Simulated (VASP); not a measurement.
# CdSe (zincblende type) (F-43m) in VASP: a series of runs

CdSe (zincblende type) is run at these levels: LDA; tasks: single point.

Everything below comes from runs of VASP 6.6.1. Logs are shortened: lines on timing, memory, paths and dates and some standing lists are left out, and cuts for length are marked.

## (1) The cell of the first run

The structure is cubic, space group F-43m (No. 216). Conventional cell: a = 4.923 Å, b = 4.923 Å, c = 4.923 Å, α = 90.00°, β = 90.00°, γ = 90.00°. Cd (site symmetry -43m) has 4 Se at 2.13 Å within 2.8 Å. Within 2.8 Å of Se (site symmetry -43m) lie 4 Cd at 2.13 Å.

## (2) Single point, LDA (volume scaled by 0.55)

INCAR reads:

```
SYSTEM = CdSe
PREC = Accurate ; ENCUT = 500
EDIFF = 1E-6 ; ISMEAR = -1
SIGMA = 0.05 ; LREAL = .False.
LASPH = .True. ; NELM = 120
ALGO = Normal ; ISIF = 2
LWAVE = .False. ; LCHARG = .False.
NBANDS = 16 ; GGA_COMPAT = .False.
```

KPOINTS reads:

```
Automatic mesh
0
Gamma
  11 11 11
  0 0 0
```

POSCAR reads:

```
CdSe
1.0
    0.0000000000      2.4615504538      2.4615504538
    2.4615504538      0.0000000000      2.4615504538
    2.4615504538      2.4615504538      0.0000000000
Cd Se
1 1
Direct
    0.0000000000      0.0000000000      0.0000000000
    0.2500000000      0.2500000000      0.2500000000
```

Potentials or basis: VASP PAW LDA potentials, release 64 (Cd, Se).

On the command line:

```bash
$ cat potpaw_LDA.64/Cd/POTCAR potpaw_LDA.64/Se/POTCAR > POTCAR
$ mpirun -np 1 vasp_std > vasp.out
```

OUTCAR:

```text
SYSTEM = CdSe
   PREC = Accurate
   ENCUT = 500
   EDIFF = 1E-6
   ISMEAR = -1
   LREAL = .False.
   LASPH = .True.
   NELM = 120
   ISIF = 2

 ion  position               nearest neighbor table
   1  0.000  0.000  0.000-   2 2.13   2 2.13   2 2.13   2 2.13
   2  0.250  0.250  0.250-   1 2.13   1 2.13   1 2.13   1 2.13

  LATTYP: Found a face centered cubic cell.
 ALAT       =     4.9231009076

  Lattice vectors:

 A1 = (   0.0000000000,   2.4615504538,   2.4615504538)
 A2 = (   2.4615504538,   0.0000000000,   2.4615504538)
 A3 = (   2.4615504538,   2.4615504538,   0.0000000000)

Analysis of symmetry for initial positions (statically):
=====================================================================
 Subroutine PRICEL returns:
 Original cell was already a primitive cell.

 Routine SETGRP: Setting up the symmetry group for a
 face centered cubic supercell.

 Subroutine GETGRP returns: Found 24 space group operations
 (whereof 24 operations were pure point group operations)
 out of a pool of 48 trial point group operations.

The static configuration has the point symmetry T_d .

Analysis of symmetry for dynamics (positions and initial velocities):
=====================================================================
 Subroutine PRICEL returns:
 Original cell was already a primitive cell.

 Routine SETGRP: Setting up the symmetry group for a
 face centered cubic supercell.

 Subroutine GETGRP returns: Found 24 space group operations
 (whereof 24 operations were pure point group operations)
 out of a pool of 48 trial point group operations.

The dynamic configuration has the point symmetry T_d .

 Subroutine INISYM returns: Found 24 space group operations
 (whereof 24 operations are pure point group operations),
 and found     1 'primitive' translations

----------------------------------------------------------------------------------------

                                     Primitive cell

  volume of cell :      29.8302

  direct lattice vectors                    reciprocal lattice vectors
     0.000000000  2.461550454  2.461550454    -0.203124010  0.203124010  0.203124010
     2.461550454  0.000000000  2.461550454     0.203124010 -0.203124010  0.203124010
     2.461550454  2.461550454  0.000000000     0.203124010  0.203124010 -0.203124010

  length of vectors
     3.481158036  3.481158036  3.481158036     0.351821106  0.351821106  0.351821106

  position of ions in fractional coordinates (direct lattice)
     0.000000000  0.000000000  0.000000000
     0.250000000  0.250000000  0.250000000

  ion indices of the primitive-cell ions
   primitive index   ion index
                 1           1
                 2           2

----------------------------------------------------------------------------------------

 KPOINTS: Automatic mesh

Automatic generation of k-mesh.
 Grid dimensions read from file:
 generate k-points for:   11   11   11

 Generating k-lattice:

  Cartesian coordinates                     Fractional coordinates (reciprocal lattice)
    -0.018465819  0.018465819  0.018465819     0.090909091  0.000000000  0.000000000
     0.018465819 -0.018465819  0.018465819     0.000000000  0.090909091  0.000000000
     0.018465819  0.018465819 -0.018465819     0.000000000  0.000000000  0.090909091

  Length of vectors
     0.031983737  0.031983737  0.031983737

  Shift w.r.t. Gamma in fractional coordinates (k-lattice)
     0.000000000  0.000000000  0.000000000

 Subroutine IBZKPT returns following result:
 ===========================================

 Found     56 irreducible k-points:

 Following reciprocal coordinates:
            Coordinates               Weight
  0.000000  0.000000  0.000000      1.000000
  0.090909  0.000000  0.000000      8.000000
  0.181818  0.000000  0.000000      8.000000
  0.272727  0.000000  0.000000      8.000000
  0.363636  0.000000  0.000000      8.000000
  0.454545  0.000000  0.000000      8.000000
[... 16 lines left out ...]
 -0.272727  0.181818  0.000000     24.000000
 -0.181818  0.181818  0.000000     12.000000
 [... further k-points ...]
   k-points           NKPTS =     56   k-points in BZ     NKDIM =     56   number of bands    NBANDS=     16
   number of dos      NEDOS =    301   number of ions     NIONS =      2
   total plane-waves  NPLWV =  21952
   dimension x,y,z NGX =    28 NGY =   28 NGZ =   28
   dimension x,y,z NGXF=    56 NGYF=   56 NGZF=   56
   ions per type =               1   1
   NGX,Y,Z   is equivalent  to a cutoff of  13.37, 13.37, 13.37 a.u.
   NGXF,Y,Z  is equivalent  to a cutoff of  26.74, 26.74, 26.74 a.u.
 SYSTEM =  CdSe
   PREC   = accura    normal or accurate (medium, high low for compatibility)
   ISTART =      0    job   : 0-new  1-cont  2-samecut
   ICHARG =      2    charge: 1-file 2-atom 10-const
   ISPIN  =      1    spin polarized calculation?
   LNONCOLLINEAR =      F non collinear calculations
   LSORBIT =      F    spin-orbit coupling
   LASPH  =      T    aspherical Exc in radial PAW
   ENCUT  =  500.0 eV  36.75 Ry    6.06 a.u.   6.35  6.35  6.35*2*pi/ulx,y,z
   NELM   =    120;   NELMIN=  2; NELMDL= -5     # of ELM steps
   EDIFF  = 0.1E-05   stopping-criterion for ELM
   LREAL  =      F    real-space projection
   EDIFFG = 0.1E-04   stopping-criterion for IOM
   NSW    =      0    number of steps for IOM
   IBRION =     -1    ionic relax: 0-MD 1-quasi-New 2-CG
   NFREE  =      0    steps in history (QN), initial steepest desc. (CG)
   ISIF   =      2    stress and relaxation
   ISYM   =      2    0-nonsym 1-usesym 2-fastsym
   POTIM  = 0.5000    time-step for ionic-motion
   TEBEG  =    0.0;   TEEND  =   0.0 temperature during run
   PSTRESS=    0.0 pullay stress
   NELECT =      18.0000    total number of electrons
   NUPDOWN=      -1.0000    fix difference up-down
   EMIN   =  10.00;   EMAX   =-10.00  energy-range for DOS
   EFERMI =   0.00;   METHOD = LEGACY
   ISMEAR =    -1;   SIGMA  =   0.05  broadening in eV -4-tet -1-fermi 0-gaus
   EFERMI_NEDOS =   21; number of points for ismear=-14 and -15
   IALGO  =     38    algorithm
   IMIX   =      4    mixing-type and parameters
     AMIX     =   0.40;   BMIX     =  1.00
     AMIX_MAG =   1.60;   BMIX_MAG =  1.00
  volume/ion in A,a.u.               =      14.92       100.65
  Fermi-wavevector in a.u.,A,eV,Ry     =   1.383397  2.614242 26.038668  1.913788
  Thomas-Fermi vector in A             =   2.507999
   LORBIT       =      0    0 simple, 1 ext, 2 COOP (PROOUT), +10 PAW based schemes
   GGA     = CA    functional components
   LHFCALC =     F    Hartree Fock is set to
   AEXX    =    0.0000 exact exchange contribution
   IVDW    =     0    specifies the selected vdW correction
   LEPSILON=     F    determine dielectric tensor
   LRPA    =     F    only Hartree local field effects (RPA)
 non-spin polarized calculation
  energy-cutoff  :      500.00
  volume of cell :       29.83
 maximum number of plane-waves:       770
 NGX is ok and might be reduce to    28
   NGX = 13   NGY = 13   NGZ = 13

 number of electron      18.0000004 magnetization

 Free energy of the ion-electron system (eV)
  ---------------------------------------------------
  ext. energy  EPLUGINS =         0.00000000
  ---------------------------------------------------
  free energy    TOTEN  =        -0.40586446 eV

  energy without entropy =       -0.40586441  energy(sigma->0) =       -0.40586444

 E-fermi :   9.4540     XC(G=0): -12.4144

 val. band max:        8.8674305582   @ k =   0.0000   0.0000   0.0000
 cond. band min:      10.0784781505   @ k =   0.4545   0.4545   0.0000
 fundamental gap:      1.2110475922
 Fermi energy:         9.4539871969

 k-point     1 :       0.0000    0.0000    0.0000
  band No.  band energies     occupation
      1     -10.0041      2.00000
      2      -4.1746      2.00000
      3      -4.1746      2.00000
      4      -4.1746      2.00000
      5      -2.6702      2.00000
      6      -2.6702      2.00000
[... 8 lines left out ...]
     15      21.0872      0.00000
     16      21.0872      0.00000

 k-point     2 :       0.0909    0.0000    0.0000
  band No.  band energies     occupation
      1      -9.9092      2.00000
      2      -4.1600      2.00000
      3      -4.1378      2.00000
      4      -4.1378      2.00000
      5      -2.6776      2.00000
      6      -2.6776      2.00000
[... 8 lines left out ...]
     15      19.7418      0.00000
     16      19.9587      0.00000

 k-point     3 :       0.1818    0.0000    0.0000
  band No.  band energies     occupation
      1      -9.6507      2.00000
      2      -4.0744      2.00000
      3      -4.0448      2.00000
      4      -4.0448      2.00000
      5      -2.6865      2.00000
      6      -2.6865      2.00000
[... 8 lines left out ...]
     15      19.0185      0.00000
     16      19.6324      0.00000

 k-point     4 :       0.2727    0.0000    0.0000
  band No.  band energies     occupation
      1      -9.3069      2.00000
      2      -3.9406      2.00000
      3      -3.9406      2.00000
      4      -3.8054      2.00000
      5      -2.6672      2.00000
      6      -2.6672      2.00000
[... 8 lines left out ...]
     15      19.3453      0.00000
     16      19.6079      0.00000
[... 324 lines left out ...]
 k-point    22 :      -0.3636    0.1818    0.0000
  band No.  band energies     occupation
      1      -8.7093      2.00000
      2      -3.8262      2.00000
      3      -3.6628      2.00000
      4      -2.9359      2.00000
      5      -2.6680      2.00000
      6      -1.9645      2.00000
[... 8 lines left out ...]
     15      20.9423      0.00000
     16      22.5897      0.00000

 k-point    23 :      -0.2727    0.1818    0.0000
  band No.  band energies     occupation
      1      -8.9068      2.00000
      2      -3.8293      2.00000
      3      -3.7511      2.00000
      4      -3.3772      2.00000
      5      -2.7598      2.00000
      6      -2.3816      2.00000
[... 8 lines left out ...]
     15      21.8353      0.00000
     16      23.7358      0.00000

 k-point    24 :      -0.1818    0.1818    0.0000
  band No.  band energies     occupation
      1      -9.1923      2.00000
      2      -3.8960      2.00000
      3      -3.8770      2.00000
      4      -3.7680      2.00000
      5      -2.7836      2.00000
      6      -2.5290      2.00000
[... 8 lines left out ...]
     15      21.9405      0.00000
     16      22.4807      0.00000

 [... further k-points ...]

------------------------ aborting loop because EDIFF is reached ----------------------------------------

  FORCE on cell =-STRESS in cart. coord.  units (eV):
  Direction    XX          YY          ZZ          XY          YZ          ZX
  --------------------------------------------------------------------------------------
  -------------------------------------------------------------------------------------
  Total       27.0596183     27.0596183     27.0596183     -0.0000000      0.0000000     -0.0000000
  in kB     1453.3694495   1453.3694495   1453.3694495     -0.0000000      0.0000000     -0.0000000
  external PRESSURE =    1453.3694495 kB  Pullay stress =       0.0000000 kB

 VOLUME and BASIS-vectors are now :
 -----------------------------------------------------------------------------
  energy-cutoff  :      500.00
  volume of cell :       29.83
      direct lattice vectors                 reciprocal lattice vectors
     0.000000000  2.461550454  2.461550454    -0.203124010  0.203124010  0.203124010
     2.461550454  0.000000000  2.461550454     0.203124010 -0.203124010  0.203124010
     2.461550454  2.461550454  0.000000000     0.203124010  0.203124010 -0.203124010

 POSITION                                       TOTAL-FORCE (eV/Angst)
 -----------------------------------------------------------------------------------
      0.00000      0.00000      0.00000         0.000000      0.000000      0.000000
      1.23078      1.23078      1.23078        -0.000000     -0.000000     -0.000000
 -----------------------------------------------------------------------------------
    total drift:                                0.000000      0.000000      0.000000

  FREE ENERGIE OF THE ION-ELECTRON SYSTEM (eV)
  ---------------------------------------------------
  free  energy   TOTEN  =        -0.4058644640 eV

  energy  without entropy=       -0.4058644123  energy(sigma->0) =       -0.40586444
```

It took 16 s on 1 thread of AMD EPYC 9R45 (Zen 5), shared host; peak memory 0.12 GiB.

Results:

- Free energy: -0.4059 eV
- Pressure: 145.3 GPa
- Band gap on the k mesh: 1.21 eV, indirect (least direct gap 1.23 eV)

Levels at points of the mesh, in eV from the valence-band top:
| k point | band 5 | band 6 | band 7 | band 8 | band 9 | band 10 | band 11 | band 12 | band 13 | band 14 |
| --- | --- | --- | --- | --- | --- | --- | --- | --- | --- | --- |
| (0.00, 0.00, 0.00) | -11.54 | -11.54 | 0.00 | 0.00 | 0.00 | 1.23 | 4.86 | 4.86 | 4.86 | 11.17 |

 A k mesh can miss the band edges.

[end of part 1 of 2]
